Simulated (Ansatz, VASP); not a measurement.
One calculation of CdF2, two programs

POSCAR

```
CdF2
1.0
    0.0000000000      2.7208544397      2.7208544397
    2.7208544397      0.0000000000      2.7208544397
    2.7208544397      2.7208544397      0.0000000000
Cd F
1 2
Direct
    0.0000000000      0.0000000000      0.0000000000
    0.2500000000      0.2500000000      0.2500000000
    0.7500000000      0.7500000000      0.7500000000
```

INCAR.step1

```
PREC = Accurate
ENCUT = 660
ISMEAR = 0
SIGMA = 0.01
LREAL = False
LASPH = True
NELM = 120
NBANDS = 24
GGA = PE
ALGO = Normal
EDIFF = 1E-5
LWAVE = True
LCHARG = False
GGA_COMPAT = False
```

File INCAR.step2:

```
PREC = Accurate
ENCUT = 660
EDIFF = 1E-6
ISMEAR = 0
SIGMA = 0.01
LREAL = False
LASPH = True
NELM = 120
ALGO = Normal
ISIF = 2
LWAVE = False
LCHARG = False
METAGGA = R2SCAN
LMIXTAU = True
NBANDS = 24
ISTART = 1
GGA_COMPAT = False
```

The input KPOINTS:

```
regular mesh
0
Gamma
  6 6 6
```

Input for Ansatz:

```yaml
crystal:
  lattice:
    - [0.0, 2.7208544397, 2.7208544397]
    - [2.7208544397, 0.0, 2.7208544397]
    - [2.7208544397, 2.7208544397, 0.0]
  atoms:
    - { symbol: Cd, position: [0.0, 0.0, 0.0] }
    - { symbol: F, position: [0.25, 0.25, 0.25] }
    - { symbol: F, position: [0.75, 0.75, 0.75] }
kpoints:
  mp_grid: { grid: [6, 6, 6] }
hamiltonian:
  xc: r2scan
scf:
  occupations: { method: fixed }
  n_extra_bands: 4
output:
  forces: true
  stress: true
  eigenvalues: true
```

Alike in both runs: task single point; functional r2SCAN; k mesh 6 × 6 × 6; no spin polarisation.

```csv
,VASP,Ansatz
version,VASP 6.6.1,Ansatz 0.2.0
potentials or method,"VASP PAW PBE potentials, release 64 (Cd_sv_GW, F)","plane waves, PAW"
plane-wave cutoff (eV),660,500
occupations,"gaussian, width 0.01 eV",fixed
valence electrons in the cell,34,34
```

Ansatz gave:

```
gap on the k mesh at the Fermi level (eV) : 3.70
pressure (GPa)                            : -3.1
```

Task: Which values does VASP return?

Result: gap on the k mesh at the Fermi level (eV): 3.70; pressure (GPa): -3.6.

VASP's potentials were made for PBE, not for r2SCAN.
